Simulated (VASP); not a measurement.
# LiH (P1) in VASP: notebook

Runs on LiH. Level: PBEsol. Tasks: single point.

Everything below comes from runs of VASP 6.6.1. Logs are shortened: lines on timing, memory, paths and dates and some standing lists are left out, and cuts for length are marked.

### Step 1. The cell of the first run

The typed cell holds 24 atoms: a = 5.682 Å, b = 5.682 Å, c = 8.523 Å, α = 60.00°, β = 60.00°, γ = 60.00°.

### Step 2. Single point, PBEsol

The input, INCAR:

```
SYSTEM = LiH
  PREC = Accurate
  ENCUT = 520
  EDIFF = 1E-6
  ISMEAR = -1
  SIGMA = 0.039
  LREAL = Auto
  LASPH = .True.
  NELM = 100
  ALGO = Normal
  ISIF = 2
  LWAVE = .False.
  LCHARG = .False.
  GGA = PS
  NBANDS = 42
```

The input, KPOINTS:

```
regular mesh
0
Gamma
  4 4 2
  0 0 0
```

The input, POSCAR:

```
LiH
1.0
    0.0000000000      4.0177440000      4.0177440000
    4.0177440000      0.0000000000      4.0177440000
    6.0266160000      6.0266160000      0.0000000000
Li H
12 12
Direct
   -0.0263559600     -0.0016244191      0.0233495049
   -0.0005397308     -0.0014160932      0.3340948718
    0.0017711432     -0.0044293514      0.6633608314
   -0.0239190202      0.4810357504      0.0102180892
    0.0171308824      0.4900417996      0.3334032731
    0.0101977627      0.5128860873      0.6621050686
    0.5108925556      0.0213728152     -0.0171670968
    0.4947878710      0.0223418914      0.3094341833
    0.4949552535     -0.0234446246      0.6701496329
    0.4960664492      0.4910220761      0.0188080674
    0.5244545198      0.4980354647      0.3301723554
    0.4902460187      0.5103719899      0.6783833581
    0.2732055601      0.2306802026      0.1700438521
    0.2314027474      0.2670998949      0.5107864845
    0.2739238737      0.2128654787      0.8296858469
    0.2650906827      0.7468219727      0.1597519238
    0.2530641574      0.7448767268      0.4918164688
    0.2563650148      0.7548527233      0.8206826186
    0.7319786925      0.2500044801      0.1983263908
    0.7800066405      0.2414429590      0.4934246682
    0.7652771058      0.2609990831      0.8399399431
    0.7880614096      0.7502934483      0.1477651803
    0.7232079744      0.7222723747      0.5092268198
    0.7172143123      0.7262345485      0.8668067619
```

Potentials or basis: VASP PAW PBE potentials, release 64 (Li_sv, H).

Launch:

```sh
> cat potpaw_PBE.64/Li_sv/POTCAR potpaw_PBE.64/H/POTCAR > POTCAR
> mpirun -np 1 vasp_std > vasp.out
```

OUTCAR:

```text
SYSTEM = LiH
   PREC = Accurate
   ENCUT = 520
   EDIFF = 1E-6
   ISMEAR = -1
   LREAL = Auto
   LASPH = .True.
   NELM = 100
   ISIF = 2
   GGA = PS

 ion  position               nearest neighbor table
   1  0.974  0.998  0.023-   8 2.59
   2  0.999  0.999  0.334-
   3  0.002  0.996  0.663-
   4  0.976  0.481  0.010-
   5  0.017  0.490  0.333-
   6  0.010  0.513  0.662-
   7  0.511  0.021  0.983-
   8  0.495  0.022  0.309-  13 1.73  10 2.58   1 2.59
   9  0.495  0.977  0.670-
  10  0.496  0.491  0.019-   8 2.58
  11  0.524  0.498  0.330-
  12  0.490  0.510  0.678-
  13  0.273  0.231  0.170-   8 1.73
  14  0.231  0.267  0.511-
  15  0.274  0.213  0.830-
  16  0.265  0.747  0.160-
  17  0.253  0.745  0.492-
  18  0.256  0.755  0.821-
  19  0.732  0.250  0.198-
  20  0.780  0.241  0.493-
  21  0.765  0.261  0.840-
  22  0.788  0.750  0.148-
  23  0.723  0.722  0.509-
  24  0.717  0.726  0.867-

  LATTYP: Found a face centered orthorhombic cell.
 ALAT       =     5.6819480549
 B/A-ratio  =     1.7320508076
 C/A-ratio  =     2.4494897428

  Lattice vectors:

 A1 = (   6.0266160000,   6.0266160000,   0.0000000000)
 A2 = (   2.0088720000,   6.0266160000,  -4.0177440000)
 A3 = (   0.0000000000,   4.0177440000,   4.0177440000)

Analysis of symmetry for initial positions (statically):
=====================================================================
 Subroutine PRICEL returns:
 Original cell was already a primitive cell.

 Routine SETGRP: Setting up the symmetry group for a
 face centered orthorhombic supercell.

 Subroutine GETGRP returns: Found  1 space group operations
 (whereof  1 operations were pure point group operations)
 out of a pool of  8 trial point group operations.

The static configuration has the point symmetry C_1 .

Analysis of symmetry for dynamics (positions and initial velocities):
=====================================================================
 Subroutine PRICEL returns:
 Original cell was already a primitive cell.

 Routine SETGRP: Setting up the symmetry group for a
 face centered orthorhombic supercell.

 Subroutine GETGRP returns: Found  1 space group operations
 (whereof  1 operations were pure point group operations)
[... 161 lines left out ...]
   ENCUT  =  520.0 eV  38.22 Ry    6.18 a.u.  10.56 10.56 15.85*2*pi/ulx,y,z
   NELM   =    100;   NELMIN=  2; NELMDL= -5     # of ELM steps
   EDIFF  = 0.1E-05   stopping-criterion for ELM
   LREAL  =      T    real-space projection
   EDIFFG = 0.1E-04   stopping-criterion for IOM
   NSW    =      0    number of steps for IOM
   IBRION =     -1    ionic relax: 0-MD 1-quasi-New 2-CG
   NFREE  =      0    steps in history (QN), initial steepest desc. (CG)
   ISIF   =      2    stress and relaxation
   ISYM   =      2    0-nonsym 1-usesym 2-fastsym
   POTIM  = 0.5000    time-step for ionic-motion
   TEBEG  =    0.0;   TEEND  =   0.0 temperature during run
   PSTRESS=    0.0 pullay stress
   NELECT =      48.0000    total number of electrons
   NUPDOWN=      -1.0000    fix difference up-down
   EMIN   =  10.00;   EMAX   =-10.00  energy-range for DOS
   EFERMI =   0.00;   METHOD = LEGACY
   ISMEAR =    -1;   SIGMA  =   0.04  broadening in eV -4-tet -1-fermi 0-gaus
   EFERMI_NEDOS =   21; number of points for ismear=-14 and -15
   IALGO  =     38    algorithm
   IMIX   =      4    mixing-type and parameters
     AMIX     =   0.40;   BMIX     =  1.00
     AMIX_MAG =   1.60;   BMIX_MAG =  1.00
  volume/ion in A,a.u.               =       8.11        54.71
  Fermi-wavevector in a.u.,A,eV,Ry     =   1.026753  1.940281 14.343552  1.054221
  Thomas-Fermi vector in A             =   2.160662
   LORBIT       =      0    0 simple, 1 ext, 2 COOP (PROOUT), +10 PAW based schemes
   GGA     = PS    functional components
   LHFCALC =     F    Hartree Fock is set to
   AEXX    =    0.0000 exact exchange contribution
   IVDW    =     0    specifies the selected vdW correction
   LEPSILON=     F    determine dielectric tensor
   LRPA    =     F    only Hartree local field effects (RPA)
 non-spin polarized calculation
  energy-cutoff  :      520.00
  volume of cell :      194.57
 maximum number of plane-waves:      5270
   NGX = 21   NGY = 21   NGZ = 31

 number of electron      47.9999991 magnetization

 Free energy of the ion-electron system (eV)
  ---------------------------------------------------
  ext. energy  EPLUGINS =         0.00000000
  ---------------------------------------------------
  free energy    TOTEN  =       -72.62204035 eV

  energy without entropy =      -72.62204035  energy(sigma->0) =      -72.62204035

 E-fermi :   1.1495     XC(G=0):  -8.5777

 val. band max:        0.2063172518   @ k =   0.0000   0.0000   0.0000
 cond. band min:       2.8634900511   @ k =   0.0000   0.0000   0.0000
 fundamental gap:      2.6571727993
 Fermi energy:         1.1494870181

 k-point     1 :       0.0000    0.0000    0.0000
  band No.  band energies     occupation
      1     -43.8109      2.00000
      2     -43.6829      2.00000
      3     -43.6413      2.00000
      4     -43.6008      2.00000
      5     -43.5833      2.00000
      6     -43.5803      2.00000
[... 769 lines left out ...]
     35       7.3049      0.00000
     36       7.5874      0.00000
 [bands above 36 left out]

------------------------ aborting loop because EDIFF is reached ----------------------------------------

  FORCE on cell =-STRESS in cart. coord.  units (eV):
  Direction    XX          YY          ZZ          XY          YZ          ZX
  --------------------------------------------------------------------------------------
  -------------------------------------------------------------------------------------
  Total       -0.4913403     -0.6178846     -0.0256036     -0.1455849     -0.0296993      0.0981984
  in kB       -4.0459910     -5.0880331     -0.2108350     -1.1988339     -0.2445617      0.8086248
  external PRESSURE =      -3.1149530 kB  Pullay stress =       0.0000000 kB

 VOLUME and BASIS-vectors are now :
 -----------------------------------------------------------------------------
  energy-cutoff  :      520.00
  volume of cell :      194.57
      direct lattice vectors                 reciprocal lattice vectors
     0.000000000  4.017744000  4.017744000    -0.124447949  0.124447949  0.124447949
     4.017744000  0.000000000  4.017744000     0.124447949 -0.124447949  0.124447949
     6.026616000  6.026616000  0.000000000     0.082965299  0.082965299 -0.082965299

 POSITION                                       TOTAL-FORCE (eV/Angst)
 -----------------------------------------------------------------------------------
      4.15194      4.05257      7.92307        -0.573762      0.014122      0.565277
      6.02552      6.02904      8.02763        -0.054227      0.208053     -0.053946
      7.99777      4.00494      4.00706         0.188414      0.089827      0.185651
      1.99426      3.98322      5.85432         0.021534      0.098945      0.540788
      3.97816      2.07812      2.03769         0.233904     -0.057432     -0.084588
      6.05090      4.03123      2.10162        -0.155707      0.049938     -0.415003
[... 16 lines left out ...]
      5.97082      5.97458      5.80757         0.101120      0.089448      0.669173
      8.14174      8.10550      5.79941        -0.317516     -0.055943      0.583531
 -----------------------------------------------------------------------------------
    total drift:                                0.006850      0.002839      0.003009

  FREE ENERGIE OF THE ION-ELECTRON SYSTEM (eV)
  ---------------------------------------------------
  free  energy   TOTEN  =       -72.6220403537 eV

  energy  without entropy=      -72.6220403537  energy(sigma->0) =      -72.62204035
```

stdout:

```text
POSCAR found type information on POSCAR LiH
 POSCAR found :  2 types and      24 ions
 scaLAPACK will be used
 -----------------------------------------------------------------------------
|                                                                             |
|                                                                             |
[... 21 lines left out ...]
|     Results are often still useful ...                                      |
|                                                                             |
 -----------------------------------------------------------------------------

 POSCAR, INCAR and KPOINTS ok, starting setup
 FFT: planning ... GRIDC
 FFT: planning ... GRID_SOFT
 FFT: planning ... GRID
 WAVECAR not read
 entering main loop
```

Wall time 6.7 min (1 thread of Oxide Virtual Turin-like, shared host); peak memory 0.31 GiB.

What came out:

- Free energy: -72.6220 eV
- Largest force: 0.966 eV/Å
- Band gap on the k mesh: 2.66 eV

Forces on the atoms (eV/Å):
```
Li  -0.574  0.014  0.565
Li  -0.054  0.208 -0.054
Li   0.188  0.090  0.186
Li   0.022  0.099  0.541
Li   0.234 -0.057 -0.085
Li  -0.156  0.050 -0.415
Li  -0.081  0.137 -0.321
Li   0.173  0.847 -0.433
Li   0.186 -0.089  0.185
Li  -0.103 -0.439  0.140
Li   0.411 -0.048 -0.197
Li  -0.394 -0.026 -0.112
H    0.051 -0.476 -0.032
H   -0.405  0.055  0.070
H    0.526 -0.126  0.148
H    0.277  0.028 -0.153
H    0.178  0.055  0.042
H    0.120  0.098 -0.367
H   -0.574 -0.196  0.105
H    0.023 -0.117 -0.228
H   -0.059 -0.124 -0.330
H    0.229 -0.015 -0.508
H    0.101  0.089  0.669
H   -0.318 -0.056  0.584
```

Caveat: the k points lie up to 0.45 Å⁻¹ apart; the cutoff is under 1.25 times the usual one of these potentials, so pressure, stress and relaxed cells hold a basis-set (Pulay) error; the atoms stand as in a frame of molecular dynamics; the PAW data sets were made with another functional, which shifts forces and pressure a little. A k mesh can miss the band edges.

### Step 3. Single point, PBEsol

This run uses another cell than the first one, of 8.21 Å³/atom.

The input, INCAR:

```
PREC     = Accurate       # precision mode
ENCUT    = 520            # plane-wave cutoff, eV
EDIFF    = 1E-7           # SCF threshold, eV
ISMEAR   = -1             # smearing method
SIGMA    = 0.039          # smearing width, eV
LREAL    = Auto         
LASPH    = True           # aspherical terms in the spheres
NELM     = 60             # most SCF steps
ALGO     = Normal         # electronic algorithm
ISIF     = 2              # what is computed and relaxed
LWAVE    = False          # write WAVECAR
LCHARG   = True           # write CHGCAR
GGA      = PS             # functional
LELF     = True           # ELF
LVHAR    = True         
NBANDS   = 42             # bands
```

The input, KPOINTS:

```
Automatic mesh
0
Gamma
  4 4 2
```

The input, POSCAR:

```
LiH
1.0
    0.0000000000      4.0348750000      4.0348750000
    4.0348750000      0.0000000000      4.0348750000
    6.0523130000      6.0523130000      0.0000000000
Li H
12 12
Direct
   -0.0217465225     -0.0065267202      0.0255494883
    0.0025497692      0.0023046563      0.3306068275
    0.0035334428      0.0089829301      0.6590192873
   -0.0169818148      0.4810182472      0.0155769373
    0.0325280213      0.4852027634      0.3337911473
    0.0222242325      0.4981941200      0.6599979215
    0.5153808978      0.0254797237     -0.0198220912
    0.5000396543      0.0094901329      0.3155429172
    0.4967789585     -0.0376670901      0.6746521536
    0.4853781096      0.4907269742      0.0298538757
    0.5376053781      0.5092315127      0.3315292021
    0.4959308529      0.5060828402      0.6809991486
    0.2436941665      0.2512901887      0.1566382142
    0.2826606772      0.2344760371      0.4955197294
    0.2251009015      0.2982778896      0.8369720799
    0.2293410577      0.7371503454      0.1861695686
    0.2595978810      0.7474276155      0.5134883143
    0.2338258310      0.6839044580      0.8809217236
    0.7790613092      0.2229630410      0.1514751468
    0.7790706032      0.2398843830      0.4850409257
    0.7435542613      0.2294897611      0.8609710866
    0.7330471204      0.7336208681      0.1852419893
    0.8030085195      0.7726266613      0.4787929838
    0.7779388457      0.7681184671      0.8188761883
```

Potentials or basis: VASP PAW PBE potentials, release 64 (Li_sv, H).

Launch:

```sh
> cat potpaw_PBE.64/Li_sv/POTCAR potpaw_PBE.64/H/POTCAR > POTCAR
> mpirun -np 1 vasp_std > vasp.out
```

Wall time 8.1 min (1 thread of Oxide Virtual Turin-like, shared host); peak memory 0.3 GiB.

It converged, with:

| Property | Result |
| --- | --- |
| Free energy | -72.2918 eV |
| Largest force | 0.984 eV/Å |
| Band gap on the k mesh | 2.67 eV |

Forces on the atoms (eV/Å):
```
Li  -0.765 -0.031  0.127
Li  -0.074  0.131  0.180
Li  -0.003  0.094 -0.174
Li  -0.023 -0.124  0.424
Li   0.258 -0.189 -0.258
Li   0.195  0.066  0.032
Li   0.004  0.004 -0.540
Li   0.163  0.406 -0.169
Li   0.187  0.098  0.477
Li  -0.292 -0.346  0.192
Li   0.134 -0.078 -0.790
Li  -0.187 -0.068 -0.177
H    0.137  0.447 -0.003
H    0.138 -0.090 -0.152
H   -0.634  0.298 -0.259
H   -0.235  0.105  0.418
H   -0.209 -0.062  0.193
H    0.076 -0.273  0.933
H    0.833 -0.026 -0.105
H    0.345  0.091  0.039
H   -0.173 -0.236  0.517
H   -0.092 -0.099  0.584
H    0.061  0.011 -0.982
H    0.154 -0.130 -0.509
```

Levels at points of the mesh, in eV from the valence-band top:
```tsv
k point	band 22	band 23	band 24	band 25	band 26	band 27
(0.00, 0.00, 0.00)	-1.02	-0.94	0.00	2.67	3.96	4.20
(0.50, 0.00, 0.00)	-1.48	-0.56	-0.43	4.37	4.47	4.79
(0.00, 0.50, 0.00)	-1.53	-0.58	-0.46	4.37	4.48	4.97
(0.50, 0.50, 0.00)	-1.23	-1.05	-0.90	4.10	4.31	4.50
(0.00, 0.00, 0.50)	-0.95	-0.10	-0.03	2.67	2.71	4.01
(0.50, 0.00, 0.50)	-1.57	-0.54	-0.41	4.29	4.43	4.91
(0.00, 0.50, 0.50)	-1.56	-0.57	-0.43	4.22	4.53	4.74
(0.50, 0.50, 0.50)	-2.04	-0.29	-0.24	4.72	4.88	4.93
```

Caveat: the k points lie up to 0.45 Å⁻¹ apart; the cutoff is under 1.25 times the usual one of these potentials, so pressure, stress and relaxed cells hold a basis-set (Pulay) error; the atoms stand as in a frame of molecular dynamics; the PAW data sets were made with another functional, which shifts forces and pressure a little. A k mesh can miss the band edges.

(Part 1 of 2 ends here.)
